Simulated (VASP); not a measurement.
Runs of VASP 6.6.1 on Tl. The structure is that of space group Im-3m (No. 229), or close to it. The cells are those of the table. This isn't the form of Tl at room conditions, which is hcp.

```tsv
task	cell	gap on the mesh (eV)	pressure (GPa)
electric field gradients	a = 3.362 Å, angles 109.5°, 1 atom	none	2.2
electric field gradients	a = 3.417 Å, angles 109.5°, 1 atom	none	0.6
electric field gradients	a = 3.334 Å, angles 109.5°, 1 atom	none	3.2
electric field gradients	a = 3.390 Å, angles 109.5°, 1 atom	none	(a)
single point	a = 3.305 Å, angles 109.5°, 1 atom	none	4.4
electric field gradients	a = 3.305 Å, angles 109.5°, 1 atom	none	4.4
single point	a = 3.334 Å, angles 109.5°, 1 atom	none	3.2
single point	a = 3.417 Å, angles 109.5°, 1 atom	none	0.6
```

Alike in all rows: level PBE; potentials or basis VASP PAW PBE potentials, release 64 (Tl_d); no spin polarisation; k mesh 13 × 13 × 13; cutoff (eV) 520; smearing fermi-dirac 0.05 eV.

Problem. Fill in the values left out.

Solution. (a) 1.4.

Caveats: spin-orbit coupling is left out, which moves the levels of the heavy elements; the cell stands under pressure (at least some runs).

A k mesh can miss the band edges, and the runs leave out spin-orbit coupling on Tl.

A gap of «none» marks levels without a gap at the run's occupations.
